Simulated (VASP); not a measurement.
# BAu (Fm-3m) in VASP: further runs

The runs below take BAu through single point, relaxation of cell and atoms, with PBE.

Program: VASP 6.6.1. These are calculated values, not measurements. Logs are shortened: lines on timing, memory, paths and dates and some standing lists are left out, and cuts for length are marked.

## (1) The cell of the first run

The structure is cubic, space group Fm-3m (No. 225). Conventional cell: a = 4.700 Å, b = 4.700 Å, c = 4.700 Å, α = 90.00°, β = 90.00°, γ = 90.00°. B (site symmetry m-3m) has 6 Au at 2.35 Å within 3.1 Å. Au (site symmetry m-3m) has 6 B at 2.35 Å within 3.1 Å.

## (2) Single point, PBE

INCAR reads:

```
SYSTEM = BAu
PREC = Accurate
ENCUT = 520
EDIFF = 1E-6
ISMEAR = 0
SIGMA = 0.1
LREAL = .False.
LASPH = .True.
NELM = 100
ALGO = Normal
ISIF = 2
LWAVE = .False.
LCHARG = .False.
GGA = PE
NBANDS = 14
```

KPOINTS reads:

```
regular mesh
0
Gamma
  20 20 20
  0 0 0
```

POSCAR reads:

```
BAu
1.0
    0.0000000000      2.3501692575      2.3501692575
    2.3501692575      0.0000000000      2.3501692575
    2.3501692575      2.3501692575      0.0000000000
B Au
1 1
Direct
    0.0000000000      0.0000000000      0.0000000000
    0.5000000000      0.5000000000      0.5000000000
```

Potentials or basis: VASP PAW PBE potentials, release 64 (B, Au).

The run is started by

```console
$ cat potpaw_PBE.64/B/POTCAR potpaw_PBE.64/Au/POTCAR > POTCAR
$ mpirun -np 1 vasp_std > vasp.out
```

OUTCAR:

```text
SYSTEM = BAu
   PREC = Accurate
   ENCUT = 520
   EDIFF = 1E-6
   ISMEAR = 0
   LREAL = .False.
   LASPH = .True.
   NELM = 100
   ISIF = 2
   GGA = PE

 ion  position               nearest neighbor table
   1  0.000  0.000  0.000-   2 2.35   2 2.35   2 2.35   2 2.35   2 2.35   2 2.35
   2  0.500  0.500  0.500-   1 2.35   1 2.35   1 2.35   1 2.35   1 2.35   1 2.35

  LATTYP: Found a face centered cubic cell.
 ALAT       =     4.7003385150

  Lattice vectors:

 A1 = (   0.0000000000,   2.3501692575,   2.3501692575)
 A2 = (   2.3501692575,   0.0000000000,   2.3501692575)
 A3 = (   2.3501692575,   2.3501692575,   0.0000000000)

Analysis of symmetry for initial positions (statically):
=====================================================================
 Subroutine PRICEL returns:
 Original cell was already a primitive cell.

 Routine SETGRP: Setting up the symmetry group for a
 face centered cubic supercell.

 Subroutine GETGRP returns: Found 48 space group operations
 (whereof 48 operations were pure point group operations)
 out of a pool of 48 trial point group operations.

The static configuration has the point symmetry O_h .

Analysis of symmetry for dynamics (positions and initial velocities):
=====================================================================
 Subroutine PRICEL returns:
 Original cell was already a primitive cell.

 Routine SETGRP: Setting up the symmetry group for a
 face centered cubic supercell.

 Subroutine GETGRP returns: Found 48 space group operations
 (whereof 48 operations were pure point group operations)
 out of a pool of 48 trial point group operations.

The dynamic configuration has the point symmetry O_h .

 Subroutine INISYM returns: Found 48 space group operations
 (whereof 48 operations are pure point group operations),
 and found     1 'primitive' translations

----------------------------------------------------------------------------------------

                                     Primitive cell

  volume of cell :      25.9614

  direct lattice vectors                    reciprocal lattice vectors
     0.000000000  2.350169258  2.350169258    -0.212750634  0.212750634  0.212750634
     2.350169258  0.000000000  2.350169258     0.212750634 -0.212750634  0.212750634
     2.350169258  2.350169258  0.000000000     0.212750634  0.212750634 -0.212750634

  length of vectors
     3.323641238  3.323641238  3.323641238     0.368494908  0.368494908  0.368494908

  position of ions in fractional coordinates (direct lattice)
     0.000000000  0.000000000  0.000000000
     0.500000000  0.500000000  0.500000000

  ion indices of the primitive-cell ions
   primitive index   ion index
                 1           1
                 2           2

----------------------------------------------------------------------------------------

 KPOINTS: regular mesh

Automatic generation of k-mesh.
 Grid dimensions read from file:
 generate k-points for:   20   20   20

 Generating k-lattice:

  Cartesian coordinates                     Fractional coordinates (reciprocal lattice)
    -0.010637532  0.010637532  0.010637532     0.050000000  0.000000000  0.000000000
     0.010637532 -0.010637532  0.010637532     0.000000000  0.050000000  0.000000000
     0.010637532  0.010637532 -0.010637532     0.000000000  0.000000000  0.050000000

  Length of vectors
     0.018424745  0.018424745  0.018424745

  Shift w.r.t. Gamma in fractional coordinates (k-lattice)
     0.000000000  0.000000000  0.000000000

 Subroutine IBZKPT returns following result:
 ===========================================

 Found    256 irreducible k-points:

 Following reciprocal coordinates:
            Coordinates               Weight
  0.000000  0.000000  0.000000      1.000000
  0.050000  0.000000  0.000000      8.000000
  0.100000  0.000000  0.000000      8.000000
  0.150000  0.000000  0.000000      8.000000
  0.200000  0.000000  0.000000      8.000000
  0.250000  0.000000  0.000000      8.000000
[... 16 lines left out ...]
 -0.400000  0.050000  0.000000     24.000000
 -0.350000  0.050000  0.000000     24.000000
 [... further k-points ...]
   k-points           NKPTS =    256   k-points in BZ     NKDIM =    256   number of bands    NBANDS=     14
   number of dos      NEDOS =    301   number of ions     NIONS =      2
   total plane-waves  NPLWV =  21952
   dimension x,y,z NGX =    28 NGY =   28 NGZ =   28
   dimension x,y,z NGXF=    56 NGYF=   56 NGZF=   56
   ions per type =               1   1
   NGX,Y,Z   is equivalent  to a cutoff of  14.01, 14.01, 14.01 a.u.
   NGXF,Y,Z  is equivalent  to a cutoff of  28.01, 28.01, 28.01 a.u.
 SYSTEM =  BAu
   PREC   = accura    normal or accurate (medium, high low for compatibility)
   ISTART =      0    job   : 0-new  1-cont  2-samecut
   ICHARG =      2    charge: 1-file 2-atom 10-const
   ISPIN  =      1    spin polarized calculation?
   LNONCOLLINEAR =      F non collinear calculations
   LSORBIT =      F    spin-orbit coupling
   LASPH  =      T    aspherical Exc in radial PAW
   ENCUT  =  520.0 eV  38.22 Ry    6.18 a.u.   6.18  6.18  6.18*2*pi/ulx,y,z
   NELM   =    100;   NELMIN=  2; NELMDL= -5     # of ELM steps
   EDIFF  = 0.1E-05   stopping-criterion for ELM
   LREAL  =      F    real-space projection
   EDIFFG = 0.1E-04   stopping-criterion for IOM
   NSW    =      0    number of steps for IOM
   IBRION =     -1    ionic relax: 0-MD 1-quasi-New 2-CG
   NFREE  =      0    steps in history (QN), initial steepest desc. (CG)
   ISIF   =      2    stress and relaxation
   ISYM   =      2    0-nonsym 1-usesym 2-fastsym
   POTIM  = 0.5000    time-step for ionic-motion
   TEBEG  =    0.0;   TEEND  =   0.0 temperature during run
   PSTRESS=    0.0 pullay stress
   NELECT =      14.0000    total number of electrons
   NUPDOWN=      -1.0000    fix difference up-down
   EMIN   =  10.00;   EMAX   =-10.00  energy-range for DOS
   EFERMI =   0.00;   METHOD = LEGACY
   ISMEAR =     0;   SIGMA  =   0.10  broadening in eV -4-tet -1-fermi 0-gaus
   EFERMI_NEDOS =   21; number of points for ismear=-14 and -15
   IALGO  =     38    algorithm
   IMIX   =      4    mixing-type and parameters
     AMIX     =   0.40;   BMIX     =  1.00
     AMIX_MAG =   1.60;   BMIX_MAG =  1.00
  volume/ion in A,a.u.               =      12.98        87.60
  Fermi-wavevector in a.u.,A,eV,Ry     =   1.332524  2.518105 24.158779  1.775620
  Thomas-Fermi vector in A             =   2.461452
   LORBIT       =      0    0 simple, 1 ext, 2 COOP (PROOUT), +10 PAW based schemes
   GGA     = PE    functional components
   LHFCALC =     F    Hartree Fock is set to
   AEXX    =    0.0000 exact exchange contribution
   IVDW    =     0    specifies the selected vdW correction
   LEPSILON=     F    determine dielectric tensor
   LRPA    =     F    only Hartree local field effects (RPA)
 non-spin polarized calculation
 Gauss-broadening in eV      SIGMA  =   0.10
  energy-cutoff  :      520.00
  volume of cell :       25.96
 maximum number of plane-waves:       725
 NGX is ok and might be reduce to    28
   NGX = 13   NGY = 13   NGZ = 13

 number of electron      13.9999999 magnetization

 Free energy of the ion-electron system (eV)
  ---------------------------------------------------
  ext. energy  EPLUGINS =         0.00000000
  ---------------------------------------------------
  free energy    TOTEN  =        -7.92187438 eV

  energy without entropy =       -7.91608234  energy(sigma->0) =       -7.91897836

 E-fermi :   8.4675     XC(G=0): -12.1789

 val. band max:        8.4581212302   @ k =   0.4000   0.3500   0.0000
 cond. band min:       8.4796936022   @ k =  -0.2500   0.3000   0.0500
 fundamental gap:      0.0215723720
 Fermi energy:         8.4674969547

 k-point     1 :       0.0000    0.0000    0.0000
  band No.  band energies     occupation
      1      -3.6416      2.00000
      2       2.9810      2.00000
      3       2.9810      2.00000
      4       2.9810      2.00000
      5       3.3306      2.00000
      6       3.3306      2.00000
      7      10.3917      0.00000
      8      10.3917      0.00000
      9      10.3917      0.00000
     10      17.5729      0.00000
     11      20.1208      0.00000
     12      25.1218      0.00000
     13      25.1218      0.00000
     14      25.1218      0.00000

 k-point     2 :       0.0500    0.0000    0.0000
  band No.  band energies     occupation
      1      -3.5873      2.00000
      2       2.9558      2.00000
      3       2.9935      2.00000
      4       2.9935      2.00000
      5       3.2964      2.00000
      6       3.2964      2.00000
      7      10.2781      0.00000
      8      10.4789      0.00000
      9      10.4789      0.00000
     10      17.6703      0.00000
     11      20.1058      0.00000
     12      24.5212      0.00000
     13      24.8655      0.00000
     14      24.8655      0.00000

 k-point     3 :       0.1000    0.0000    0.0000
  band No.  band energies     occupation
      1      -3.4253      2.00000
      2       2.8822      2.00000
      3       2.9912      2.00000
      4       2.9912      2.00000
      5       3.2419      2.00000
      6       3.2419      2.00000
      7       9.9578      0.00000
      8      10.7287      0.00000
      9      10.7287      0.00000
     10      17.9310      0.00000
     11      19.9970      0.00000
     12      23.6550      0.00000
     13      24.1758      0.00000
     14      24.1758      0.00000
[... 324 lines left out ...]
 k-point    23 :      -0.4000    0.0500    0.0000
  band No.  band energies     occupation
      1      -0.4291      2.00000
      2       1.4469      2.00000
      3       1.8949      2.00000
      4       2.0577      2.00000
      5       4.0893      2.00000
      6       4.2149      2.00000
      7       6.2577      2.00000
      8      13.1804      0.00000
      9      13.9706      0.00000
     10      15.7300      0.00000
     11      18.5490      0.00000
     12      18.5576      0.00000
     13      20.9484      0.00000
     14      25.4906      0.00000

 k-point    24 :      -0.3500    0.0500    0.0000
  band No.  band energies     occupation
      1      -1.0100      2.00000
      2       1.7496      2.00000
      3       1.9918      2.00000
      4       2.1725      2.00000
      5       3.9395      2.00000
      6       4.1056      2.00000
      7       6.7683      2.00000
      8      12.7260      0.00000
      9      13.7006      0.00000
     10      16.1234      0.00000
     11      19.0881      0.00000
     12      19.0885      0.00000
     13      20.7194      0.00000
     14      24.9665      0.00000

 [... further k-points ...]

------------------------ aborting loop because EDIFF is reached ----------------------------------------

  FORCE on cell =-STRESS in cart. coord.  units (eV):
  Direction    XX          YY          ZZ          XY          YZ          ZX
  --------------------------------------------------------------------------------------
  -------------------------------------------------------------------------------------
  Total       -0.0315200     -0.0315200     -0.0315200      0.0000000      0.0000000      0.0000000
  in kB       -1.9452204     -1.9452204     -1.9452204      0.0000000      0.0000000      0.0000000
  external PRESSURE =      -1.9452204 kB  Pullay stress =       0.0000000 kB

 VOLUME and BASIS-vectors are now :
 -----------------------------------------------------------------------------
  energy-cutoff  :      520.00
  volume of cell :       25.96
      direct lattice vectors                 reciprocal lattice vectors
     0.000000000  2.350169258  2.350169258    -0.212750634  0.212750634  0.212750634
     2.350169258  0.000000000  2.350169258     0.212750634 -0.212750634  0.212750634
     2.350169258  2.350169258  0.000000000     0.212750634  0.212750634 -0.212750634

 POSITION                                       TOTAL-FORCE (eV/Angst)
 -----------------------------------------------------------------------------------
      0.00000      0.00000      0.00000        -0.000000     -0.000000     -0.000000
      2.35017      2.35017      2.35017         0.000000      0.000000      0.000000
 -----------------------------------------------------------------------------------
    total drift:                                0.000000      0.000000      0.000000

  FREE ENERGIE OF THE ION-ELECTRON SYSTEM (eV)
  ---------------------------------------------------
  free  energy   TOTEN  =        -7.9218743819 eV

  energy  without entropy=       -7.9160823367  energy(sigma->0) =       -7.91897836
```

Run time: 75 s. Hardware: 1 thread of Intel Xeon Platinum 8488C (Sapphire Rapids), shared host; peak memory 0.24 GiB.

What came out:

```
Free energy            : -7.9219 eV
Pressure               : -0.2 GPa
Band gap on the k mesh : zero (band 7 reaches 10.39 eV, above the bottom of band 8 at 7.06 eV)
```

Levels at points of the mesh, in eV from the Fermi level:
```
           k point  band 3  band 4  band 5  band 6  band 7  band 8  band 9  band 10  band 11  band 12
(0.00, 0.00, 0.00)   -5.49   -5.49   -5.14   -5.14    1.92    1.92    1.92     9.11    11.65    16.65
(0.50, 0.00, 0.00)   -6.64   -6.64   -4.24   -4.24   -2.58    5.61    5.61     6.82     9.66     9.66
(0.50, 0.50, 0.00)   -4.54   -4.41   -3.88   -3.88   -0.75   -0.54   -0.54     4.31    11.59    13.80
```

Caveat: spin-orbit coupling is left out, which moves the levels of the heavy elements.

## (3) Relaxation of cell and atoms, PBE

This run uses another cell than the first one, of 13.02 Å³/atom, 1.003 times its volume.

INCAR reads:

```
SYSTEM = BAu
PREC = Accurate
ENCUT = 600
EDIFF = 1E-7
ISMEAR = 0
SIGMA = 0.1
LREAL = .FALSE.
LASPH = .TRUE.
NELM = 100
ALGO = Normal
ISIF = 3
LWAVE = .FALSE.
LCHARG = .FALSE.
GGA = PE
IBRION = 2
NSW = 100
EDIFFG = -0.01
```

KPOINTS reads:

```
regular mesh
0
G
  20 20 20
  0 0 0
```

POSCAR reads:

```
BAu
1.0
    0.0000000000      2.3524111155      2.3524111155
    2.3524111155      0.0000000000      2.3524111155
    2.3524111155      2.3524111155      0.0000000000
B Au
1 1
Direct
    0.0000000000      0.0000000000      0.0000000000
    0.5000000000      0.5000000000      0.5000000000
```

Potentials or basis: VASP PAW PBE potentials, release 64 (B, Au).

The run is started by

```console
$ cat potpaw_PBE.64/B/POTCAR potpaw_PBE.64/Au/POTCAR > POTCAR
$ mpirun -np 1 vasp_std > vasp.out
```

It took 2.8 min on 1 thread of Intel Xeon Platinum 8488C (Sapphire Rapids), shared host; peak memory 0.25 GiB.

It converged, with:

| Item | Value |
| --- | --- |
| Free energy | -7.9225 eV |
| Relaxed volume | 12.96 Å³/atom |
| Relaxed cell | a = 3.322 Å, b = 3.322 Å, c = 3.322 Å, α = 60.00°, β = 60.00°, γ = 60.00° |
| Space group after relaxing (to 0.05 Å) | Fm-3m (No. 225) |
| Energy gained by relaxing | 0.1 meV/atom |
| Ionic steps | 3 |
| Pressure after relaxing | 0.0 GPa |
| Band gap on the k mesh | zero (band 7 reaches 10.41 eV, above the bottom of band 8 at 7.07 eV) |

Step by step:
```tsv
step	energy change (eV)	largest force (eV/Å)	pressure (GPa)	volume (Å³)
1	0.0000	0.0000	-0.61	26.04
2	-0.0001	0.0000	0.48	25.85
3	-0.0002	0.0000	0.01	25.93
```

Final structure:
```xyz
2
Lattice="0.0000 2.3492 2.3492 2.3492 0.0000 2.3492 2.3492 2.3492 0.0000" Properties=species:S:1:pos:R:3 pbc="T T T"
B     0.0000    0.0000    0.0000
Au    2.3492    2.3492    2.3492
```

Levels at points of the mesh, in eV from the Fermi level:
```
           k point  band 3  band 4  band 5  band 6  band 7  band 8  band 9  band 10  band 11
(0.00, 0.00, 0.00)   -5.49   -5.49   -5.14   -5.14    1.92    1.92    1.92     9.12    11.65
(0.50, 0.00, 0.00)   -6.65   -6.65   -4.24   -4.24   -2.58    5.62    5.62     6.83     9.67
(0.50, 0.50, 0.00)   -4.54   -4.42   -3.89   -3.89   -0.74   -0.55   -0.55     4.32    11.59
```

Caveat: spin-orbit coupling is left out, which moves the levels of the heavy elements.
